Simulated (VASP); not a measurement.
Wanted: the native input for a VASP 6.6.1 run.

| Item | Value |
| --- | --- |
| Task | single point |
| Functional | PBE |
| Potentials or basis | VASP PAW PBE potentials, release 64 (Tl_d) |
| Cutoff | 520 eV |
| k mesh | 10 × 10 × 10 |
| Occupations | fermi-dirac, width 0.05 eV |
| Spin | no spin polarisation |
| Dipole correction | no |
| Further INCAR settings | ALGO = Normal; EDIFF = 1e-06; NBANDS = 12 |

The structure of Tl lies in POSCAR:

```
Tl
1.0
   -1.9295595657      1.9295595657      1.9295595657
    1.9295595657     -1.9295595657      1.9295595657
    1.9295595657      1.9295595657     -1.9295595657
Tl
1
Direct
    0.0000000000      0.0000000000      0.0000000000
```

This cell differs from its parent crystal: volume scaled by 0.96.

The input as run:

INCAR

```
  PREC = Accurate
  ENCUT = 520
  EDIFF = 1E-6
  ISMEAR = -1
  SIGMA = 0.05
  LREAL = F
  LASPH = T
  NELM = 80
  ALGO = Normal
  ISIF = 2
  LWAVE = F
  LCHARG = T
  GGA = PE
  LELF = T
  LVHAR = T
  NBANDS = 12
```

KPOINTS

```
regular mesh
0
Gamma
  10 10 10
```

Potentials or basis: VASP PAW PBE potentials, release 64 (Tl_d).

Run with:

```bash
$ cat potpaw_PBE.64/Tl_d/POTCAR > POTCAR
$ mpirun -np 1 vasp_std > vasp.out
```

It gave:

```yaml
Pressure: 2.8 GPa
```

Run time: 12 s on 1 thread of Intel(R) Xeon(R) Platinum 8375C CPU @ 2.90GHz (Ice Lake), on a shared host, peak memory 0.16 GiB.
